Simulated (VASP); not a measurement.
# Au (Im-3m) in VASP: settings compared

The runs below take Au through single point, with HSE06, PBE0.

All numbers are computed with VASP 6.6.1; they aren't measurements. Logs are shortened: lines on timing, memory, paths and dates and some standing lists are left out, and cuts for length are marked.

**1. The cell of the first run**

It takes space group Im-3m (No. 229, cubic). Conventional cell: a = 3.292 Å, b = 3.292 Å, c = 3.292 Å, α = 90.00°, β = 90.00°, γ = 90.00°. Au (site symmetry m-3m) has 14 Au at 2.85 to 3.29 Å within 3.8 Å.

This isn't the form of Au at room conditions, which is fcc.

**2. Single point, HSE06**

Input file POSCAR:

```
Au
1.0
   -1.6461460541      1.6461460541      1.6461460541
    1.6461460541     -1.6461460541      1.6461460541
    1.6461460541      1.6461460541     -1.6461460541
Au
1
Direct
    0.0000000000      0.0000000000      0.0000000000
```

Input file INCAR.step1:

```
PREC = Accurate ; ENCUT = 520
EDIFF = 1E-5 ; ISMEAR = -1
SIGMA = 0.05 ; LREAL = False
LASPH = True ; NELM = 80
ALGO = Normal ; ISIF = 2
LWAVE = True ; LCHARG = False
NBANDS = 12 ; GGA = PE
```

Input file INCAR.step2:

```
PREC = Accurate ; ENCUT = 520
EDIFF = 1E-6 ; ISMEAR = -1
SIGMA = 0.05 ; LREAL = False
LASPH = True ; NELM = 80
ALGO = Normal ; ISIF = 2
LWAVE = False ; LCHARG = False
GGA = PE ; LHFCALC = True
HFSCREEN = 0.2079 ; PRECFOCK = Normal
NBANDS = 12 ; ISTART = 1
```

Input file KPOINTS:

```
regular mesh
0
Gamma
  6 6 6
```

Potentials or basis: VASP PAW PBE potentials, release 64 (Au).

Run with:

```
$ cat potpaw_PBE.64/Au/POTCAR > POTCAR
$ cp INCAR.step1 INCAR
$ mpirun -np 1 vasp_std > vasp.out
$ cp INCAR.step2 INCAR
$ mpirun -np 1 vasp_std > vasp.out
```

OUTCAR:

```text
PREC = Accurate
   ENCUT = 520
   EDIFF = 1E-6
   ISMEAR = -1
   LREAL = False
   LASPH = True
   NELM = 80
   ISIF = 2
   GGA = PE
   LHFCALC = True
   HFSCREEN = 0.2079
   PRECFOCK = Normal
   ISTART = 1

 ion  position               nearest neighbor table
   1  0.000  0.000  0.000-

  LATTYP: Found a body centered cubic cell.
 ALAT       =     3.2922921082

  Lattice vectors:

 A1 = (  -1.6461460541,   1.6461460541,   1.6461460541)
 A2 = (   1.6461460541,  -1.6461460541,   1.6461460541)
 A3 = (   1.6461460541,   1.6461460541,  -1.6461460541)

Analysis of symmetry for initial positions (statically):
=====================================================================
 Subroutine PRICEL returns:
 Original cell was already a primitive cell.

 Routine SETGRP: Setting up the symmetry group for a
 body centered cubic supercell.

 Subroutine GETGRP returns: Found 48 space group operations
 (whereof 48 operations were pure point group operations)
 out of a pool of 48 trial point group operations.

The static configuration has the point symmetry O_h .

Analysis of symmetry for dynamics (positions and initial velocities):
=====================================================================
 Subroutine PRICEL returns:
 Original cell was already a primitive cell.

 Routine SETGRP: Setting up the symmetry group for a
 body centered cubic supercell.

 Subroutine GETGRP returns: Found 48 space group operations
 (whereof 48 operations were pure point group operations)
 out of a pool of 48 trial point group operations.

The dynamic configuration has the point symmetry O_h .

 Subroutine INISYM returns: Found 48 space group operations
 (whereof 48 operations are pure point group operations),
 and found     1 'primitive' translations

----------------------------------------------------------------------------------------

                                     Primitive cell

  volume of cell :      17.8429

  direct lattice vectors                    reciprocal lattice vectors
    -1.646146054  1.646146054  1.646146054     0.000000000  0.303739756  0.303739756
     1.646146054 -1.646146054  1.646146054     0.303739756  0.000000000  0.303739756
     1.646146054  1.646146054 -1.646146054     0.303739756  0.303739756  0.000000000

  length of vectors
     2.851208602  2.851208602  2.851208602     0.429552882  0.429552882  0.429552882

  position of ions in fractional coordinates (direct lattice)
     0.000000000  0.000000000  0.000000000

  ion indices of the primitive-cell ions
   primitive index   ion index
                 1           1

----------------------------------------------------------------------------------------

 KPOINTS: regular mesh

Automatic generation of k-mesh.
 Grid dimensions read from file:
 generate k-points for:    6    6    6

 Generating k-lattice:

  Cartesian coordinates                     Fractional coordinates (reciprocal lattice)
     0.000000000  0.050623293  0.050623293     0.166666667  0.000000000  0.000000000
     0.050623293  0.000000000  0.050623293     0.000000000  0.166666667  0.000000000
     0.050623293  0.050623293  0.000000000     0.000000000  0.000000000  0.166666667

  Length of vectors
     0.071592147  0.071592147  0.071592147

  Shift w.r.t. Gamma in fractional coordinates (k-lattice)
     0.000000000  0.000000000  0.000000000

 Subroutine IBZKPT returns following result:
 ===========================================

 Found     16 irreducible k-points:

 Following reciprocal coordinates:
            Coordinates               Weight
  0.000000  0.000000  0.000000      1.000000
  0.166667  0.000000  0.000000     12.000000
  0.333333  0.000000  0.000000     12.000000
  0.500000  0.000000  0.000000      6.000000
  0.166667  0.166667  0.000000     24.000000
  0.333333  0.166667 -0.000000     48.000000
[... 8 lines left out ...]
  0.500000  0.500000  0.333333     12.000000
  0.500000  0.500000  0.500000      1.000000
   k-points           NKPTS =     16   k-points in BZ     NKDIM =    216   number of bands    NBANDS=     12
   number of dos      NEDOS =    301   number of ions     NIONS =      1
   total plane-waves  NPLWV =  13824
   dimension x,y,z NGX =    24 NGY =   24 NGZ =   24
   dimension x,y,z NGXF=    48 NGYF=   48 NGZF=   48
   ions per type =               1
   NGX,Y,Z   is equivalent  to a cutoff of  13.99, 13.99, 13.99 a.u.
   NGXF,Y,Z  is equivalent  to a cutoff of  27.99, 27.99, 27.99 a.u.
 SYSTEM =  unknown system
   PREC   = accura    normal or accurate (medium, high low for compatibility)
   ISTART =      1    job   : 0-new  1-cont  2-samecut
   ICHARG =      0    charge: 1-file 2-atom 10-const
   ISPIN  =      1    spin polarized calculation?
   LNONCOLLINEAR =      F non collinear calculations
   LSORBIT =      F    spin-orbit coupling
   LASPH  =      T    aspherical Exc in radial PAW
   ENCUT  =  520.0 eV  38.22 Ry    6.18 a.u.   5.30  5.30  5.30*2*pi/ulx,y,z
   NELM   =     80;   NELMIN=  2; NELMDL=  0     # of ELM steps
   EDIFF  = 0.1E-05   stopping-criterion for ELM
   LREAL  =      F    real-space projection
   EDIFFG = 0.1E-04   stopping-criterion for IOM
   NSW    =      0    number of steps for IOM
   IBRION =     -1    ionic relax: 0-MD 1-quasi-New 2-CG
   NFREE  =      0    steps in history (QN), initial steepest desc. (CG)
   ISIF   =      2    stress and relaxation
   ISYM   =      3    0-nonsym 1-usesym 2-fastsym
   POTIM  = 0.5000    time-step for ionic-motion
   TEBEG  =    0.0;   TEEND  =   0.0 temperature during run
   PSTRESS=    0.0 pullay stress
   NELECT =      11.0000    total number of electrons
   NUPDOWN=      -1.0000    fix difference up-down
   EMIN   =  10.00;   EMAX   =-10.00  energy-range for DOS
   EFERMI =   0.00;   METHOD = LEGACY
   ISMEAR =    -1;   SIGMA  =   0.05  broadening in eV -4-tet -1-fermi 0-gaus
   EFERMI_NEDOS =   21; number of points for ismear=-14 and -15
   IALGO  =     38    algorithm
   IMIX   =      1    mixing-type and parameters
     AMIX     =   0.40;   BMIX     =  1.00
     AMIX_MAG =   1.60;   BMIX_MAG =  1.00
  volume/ion in A,a.u.               =      17.84       120.41
  Fermi-wavevector in a.u.,A,eV,Ry     =   1.393319  2.632992 26.413522  1.941339
  Thomas-Fermi vector in A             =   2.516977
   LORBIT       =      0    0 simple, 1 ext, 2 COOP (PROOUT), +10 PAW based schemes
   GGA     = PE    functional components
   LHFCALC =     T    Hartree Fock is set to
   PRECFOCK=normal    Normal, Fast or Accurate (Low or Medium for compatibility)
   ENCUT4O =  -1.0   cutoff for four orbital integrals eV
   NKREDX  =     1    reduce k-point grid by
   NKREDY  =     1    reduce k-point grid by
   NKREDZ  =     1    reduce k-point grid by
   AEXX    =    0.2500 exact exchange contribution
   HFSCREEN=    0.2079 screening length (either q_TF or 0.3 A-1)
   HFSCREENC=   0.2079 screening length for correlation (either q_TF or 0.3 A-1)
   ENCUTFOCK=  -1.0 apply spherical cutoff to Coloumb kernel
   IVDW    =     0    specifies the selected vdW correction
   LEPSILON=     F    determine dielectric tensor
   LRPA    =     F    only Hartree local field effects (RPA)
 non-spin polarized calculation
  energy-cutoff  :      520.00
  volume of cell :       17.84
 maximum number of plane-waves:       490
 NGX is ok and might be reduce to    24
  NGX = 16; NGY = 16; NGZ = 16

 number of electron      11.0000000 magnetization

 Free energy of the ion-electron system (eV)
  ---------------------------------------------------
  ext. energy  EPLUGINS =         0.00000000
  ---------------------------------------------------
  free energy    TOTEN  =        -3.28613339 eV

  energy without entropy =       -3.27079946  energy(sigma->0) =       -3.27846642

 E-fermi :   8.7062     XC(G=0): -10.1607

 val. band max:        8.5305465616   @ k =   0.1667   0.1667   0.1667
 cond. band min:       8.7512687720   @ k =   0.3333   0.1667  -0.0000
 fundamental gap:      0.2207222104
 Fermi energy:         8.7062201059

 k-point     1 :       0.0000    0.0000    0.0000
  band No.  band energies     occupation
      1      -1.8634      2.00000
      2       2.7258      2.00000
      3       2.7258      2.00000
      4       2.7258      2.00000
      5       4.5652      2.00000
      6       4.5652      2.00000
      7      26.0307      0.00000
      8      26.0307      0.00000
      9      26.0307      0.00000
     10      33.5927      0.00000
     11      33.5927      0.00000
     12      33.5927      0.00000

 k-point     2 :       0.1667    0.0000    0.0000
  band No.  band energies     occupation
      1      -0.8223      2.00000
      2       2.4356      2.00000
      3       2.7791      2.00000
      4       3.4489      2.00000
      5       4.3157      2.00000
      6       4.6010      2.00000
      7      24.5679      0.00000
      8      25.6478      0.00000
      9      27.2283      0.00000
     10      29.5058      0.00000
     11      30.3170      0.00000
     12      30.4914      0.00000

 k-point     3 :       0.3333    0.0000    0.0000
  band No.  band energies     occupation
      1       0.5522      2.00000
      2       1.8991      2.00000
      3       4.1381      2.00000
      4       4.5539      2.00000
      5       4.7192      2.00000
      6       5.1871      2.00000
      7      17.7094      0.00000
      8      23.0112      0.00000
      9      25.5690      0.00000
     10      29.8606      0.00000
     11      30.1009      0.00000
     12      33.1947      0.00000

 k-point     4 :       0.5000    0.0000    0.0000
  band No.  band energies     occupation
      1       0.4857      2.00000
      2       1.6496      2.00000
      3       4.4728      2.00000
      4       4.8045      2.00000
      5       6.2858      2.00000
      6       8.0125      2.00000
      7      12.4176      0.00000
      8      21.7688      0.00000
      9      23.2541      0.00000
     10      30.9852      0.00000
     11      31.3200      0.00000
     12      32.5561      0.00000

 k-point     5 :       0.1667    0.1667    0.0000
  band No.  band energies     occupation
      1       0.6981      2.00000
      2       2.3572      2.00000
      3       2.4133      2.00000
      4       4.1529      2.00000
      5       4.7453      2.00000
      6       5.2585      2.00000
      7      20.9992      0.00000
      8      22.4390      0.00000
      9      25.4260      0.00000
     10      28.0541      0.00000
     11      31.6660      0.00000
     12      33.4993      0.00000
[... 108 lines left out ...]
      1       1.8795      2.00000
      2       1.9281      2.00000
      3       2.7868      2.00000
      4       4.5125      2.00000
      5       5.4646      2.00000
      6      10.4581      0.00000
      7      15.4607      0.00000
      8      17.3400      0.00000
      9      25.6169      0.00000
     10      26.6346      0.00000
     11      30.6216      0.00000
     12      32.9443      0.00000

 k-point    14 :      -0.3333    0.3333    0.3333
  band No.  band energies     occupation
      1       1.6024      2.00000
      2       1.6930      2.00000
      3       4.2873      2.00000
      4       4.2873      2.00000
      5       4.9998      2.00000
      6       8.7673      0.45554
      7      19.4514      0.00000
      8      19.4514      0.00000
      9      21.3061      0.00000
     10      24.7555      0.00000
     11      30.4412      0.00000
     12      35.7196      0.00000

 k-point    15 :       0.5000    0.5000    0.3333
  band No.  band energies     occupation
      1       1.1740      2.00000
      2       1.3571      2.00000
      3       4.4465      2.00000
      4       4.8007      2.00000
      5       5.9779      2.00000
      6      13.3784      0.00000
      7      13.8758      0.00000
      8      17.5107      0.00000
      9      22.6256      0.00000
     10      26.1994      0.00000
     11      26.2509      0.00000
     12      34.8688      0.00000

 k-point    16 :       0.5000    0.5000    0.5000
  band No.  band energies     occupation
      1       0.7569      2.00000
      2       0.7569      2.00000
      3       5.8798      2.00000
      4       5.8799      2.00000
      5       5.8799      2.00000
      6      15.4564      0.00000
      7      15.4564      0.00000
      8      15.4564      0.00000
      9      19.0961      0.00000
     10      24.9705      0.00000
     11      24.9706      0.00000
     12      34.5395      0.00000

------------------------ aborting loop because EDIFF is reached ----------------------------------------

  FORCE on cell =-STRESS in cart. coord.  units (eV):
  Direction    XX          YY          ZZ          XY          YZ          ZX
  --------------------------------------------------------------------------------------
  -------------------------------------------------------------------------------------
  Total       -0.1555257     -0.1555257     -0.1555257     -0.0000000     -0.0000000      0.0000000
  in kB      -13.9652186    -13.9652186    -13.9652186     -0.0000000     -0.0000000      0.0000000
  external PRESSURE =     -13.9652186 kB  Pullay stress =       0.0000000 kB

 VOLUME and BASIS-vectors are now :
 -----------------------------------------------------------------------------
  energy-cutoff  :      520.00
  volume of cell :       17.84
      direct lattice vectors                 reciprocal lattice vectors
    -1.646146054  1.646146054  1.646146054     0.000000000  0.303739756  0.303739756
     1.646146054 -1.646146054  1.646146054     0.303739756  0.000000000  0.303739756
     1.646146054  1.646146054 -1.646146054     0.303739756  0.303739756  0.000000000

 POSITION                                       TOTAL-FORCE (eV/Angst)
 -----------------------------------------------------------------------------------
      0.00000      0.00000      0.00000        -0.000000     -0.000000     -0.000000
 -----------------------------------------------------------------------------------
    total drift:                                0.000000     -0.000000     -0.000000

  FREE ENERGIE OF THE ION-ELECTRON SYSTEM (eV)
  ---------------------------------------------------
  free  energy   TOTEN  =        -3.2861333892 eV

  energy  without entropy=       -3.2707994588  energy(sigma->0) =       -3.27846642
```

It took 12 min on 1 thread of Intel Xeon Platinum 8259CL at 2.50GHz (Skylake/Cascade Lake), shared host; peak memory 0.24 GiB.

What came out:

```
Free energy            : -3.2861 eV
Pressure               : -1.4 GPa
Band gap on the k mesh : zero (an odd number of electrons rules out a gap without spin polarisation)
```

Caveat: the k points lie up to 0.45 Å⁻¹ apart, too coarse for converged energies and pressures of a metal; the PAW data sets were made with another functional, which shifts forces and pressure a little; spin-orbit coupling is left out, which moves the levels of the heavy elements.

**3. Single point, PBE0**

POSCAR is that of step 2.

Input file INCAR.step1:

```
ALGO = Normal ; EDIFF = 1E-5
ENCUT = 520 ; GGA = PE
ISIF = 2 ; ISMEAR = -1
LASPH = T ; LCHARG = F
LREAL = F ; LWAVE = T
NBANDS = 12 ; NELM = 100
PREC = Accurate ; SIGMA = 0.05
```

Input file INCAR.step2:

```
AEXX = 0.25 ; ALGO = Normal
EDIFF = 1E-6 ; ENCUT = 520
GGA = PE ; ISIF = 2
ISMEAR = -1 ; ISTART = 1
LASPH = T ; LCHARG = F
LHFCALC = T ; LREAL = F
LWAVE = F ; NBANDS = 12
NELM = 100 ; PREC = Accurate
PRECFOCK = Normal ; SIGMA = 0.05
```

Input file KPOINTS:

```
k-points
0
Gamma
  6 6 6
```

Potentials or basis: VASP PAW PBE potentials, release 64 (Au).

Run with:

```
$ cat potpaw_PBE.64/Au/POTCAR > POTCAR
$ cp INCAR.step1 INCAR
$ mpirun -np 1 vasp_std > vasp.out
$ cp INCAR.step2 INCAR
$ mpirun -np 1 vasp_std > vasp.out
```

Run time: 12 min. Hardware: 1 thread of Intel Xeon Platinum 8259CL at 2.50GHz (Skylake/Cascade Lake), shared host; peak memory 0.15 GiB.

The run converged. Its results:

* Free energy: -3.4843 eV
* Pressure: -1.7 GPa
* Band gap on the k mesh: zero (an odd number of electrons rules out a gap without spin polarisation)

Levels at points of the mesh, in eV from the Fermi level:
```csv
k point,band 3,band 4,band 5,band 6,band 7,band 8,band 9,band 10
"(0.00, 0.00, 0.00)",-6.56,-6.56,-4.72,-4.72,17.55,17.55,17.55,25.14
"(0.50, 0.00, 0.00)",-4.81,-4.47,-2.94,-1.15,3.94,13.29,14.79,22.51
"(0.50, 0.50, 0.50)",-3.38,-3.38,-3.38,6.95,6.95,6.95,10.63,16.48
```

Caveat: the k points lie up to 0.45 Å⁻¹ apart, too coarse for converged energies and pressures of a metal; the PAW data sets were made with another functional, which shifts forces and pressure a little; spin-orbit coupling is left out, which moves the levels of the heavy elements.
